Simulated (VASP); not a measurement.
Al3Cr4: single point with PBE

Al3Cr4:

```
CELL_PARAMETERS angstrom
-3.04487 3.04487 3.04487
3.04487 -3.04487 3.04487
3.04487 3.04487 -3.04487
ATOMIC_POSITIONS crystal
Al 0.00000 0.50000 0.50000
Al 0.50000 0.00000 0.50000
Al 0.50000 0.50000 0.00000
Cr 0.50000 0.50000 0.50000
Cr 0.00000 0.00000 0.50000
Cr 0.00000 0.50000 0.00000
Cr 0.50000 0.00000 0.00000
```

| Item | Value |
| --- | --- |
| Program | VASP 6.6.1 |
| Task | single point |
| Functional | PBE |
| Potentials or basis | VASP PAW PBE potentials, release 64 (Al, Cr_pv) |
| Cutoff | 520 eV |
| k mesh | 6 × 6 × 6 |
| Occupations | gaussian, width 0.2 eV |
| Spin | collinear spin, ferromagnetic start |
| Starting moments | [0.0, 0.0, 0.0, 3.17, 3.17, 3.17, 3.17] μB |

- Pressure: -0.3 GPa
- Net moment: 12.54 μB per cell
- Site moments: Al -0.07; Cr +2.95 μB
- Valence electrons inside the program's atomic spheres: Al 0.84; Cr 10.66

Levels at points of the mesh, in eV from the Fermi level:
Spin up:
```
           k point  band 31  band 32  band 33  band 34  band 35  band 36  band 37  band 38
(0.00, 0.00, 0.00)    -0.22    -0.22    -0.22    -0.19    -0.19    -0.19     0.60     0.60
(0.50, 0.00, 0.00)    -0.75    -0.64    -0.50    -0.36     0.14     0.22     1.15     1.34
(0.50, 0.50, 0.50)    -0.17    -0.17    -0.06     0.65     0.65     1.16     1.16     1.16
```
Spin down:
```tsv
k point	band 20	band 21	band 22	band 23	band 24	band 25
(0.00, 0.00, 0.00)	-0.51	-0.51	-0.51	-0.32	-0.32	0.25
(0.50, 0.00, 0.00)	-1.16	-0.50	-0.28	-0.23	0.44	0.98
(0.50, 0.50, 0.50)	-1.41	-1.41	0.38	0.38	0.38	1.07
```

Wall time 2.3 min on 1 thread of Intel(R) Xeon(R) Platinum 8488C (Sapphire Rapids), with other jobs on the host, peak memory 0.34 GiB.
